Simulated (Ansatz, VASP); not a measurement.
**Two plane-wave programs on Be3TeSe2**

```
Be Te Se
1.0
     6.21022    0.00000    0.00000
    -3.10511    5.37820    0.00000
     0.00000    0.00000    3.18651
Be Te Se
3 1 2
Cartesian
  3.1051 0.0000 1.5933
  1.5526 2.6891 1.5933
  -1.5526 2.6891 1.5933
  0.0000 0.0000 0.0000
  0.0000 3.5855 0.0000
  3.1051 1.7927 0.0000
```

Change from the starting cell: species swapped into the HfCo3B2 type (P6/mmm, No. 191).

Alike in both runs: functional PBE; k mesh 3 × 3 × 3; occupations gaussian, width 0.15 eV; no spin polarisation.

Ansatz relaxed the structure, and its values are those at the end. VASP's run is a single point on that final structure, the one shown.

|  | VASP | Ansatz |
| --- | --- | --- |
| version | VASP 6.6.1 | Ansatz 0.2.0 |
| potentials or method | VASP PAW PBE potentials, release 64 (Be, Te, Se), cutoff 600 eV | scalar-relativistic, plane waves, PAW |
| valence electrons in the cell | 24 | 54 |

Ansatz gave:

- gap on the k mesh at the Fermi level (eV): none
- pressure (GPa): 0.0

Problem. Which values does VASP return?

Solution. gap on the k mesh at the Fermi level (eV): none; pressure (GPa): 0.1.

A gap of «none» marks a metal or a gap that the smearing closes. VASP's potentials hold 24 valence electrons a cell and Ansatz's 54, so a difference there can come from the potentials and not from the codes.

The k mesh is coarse, so the values compare programs but aren't converged. Spin-orbit coupling is off throughout.
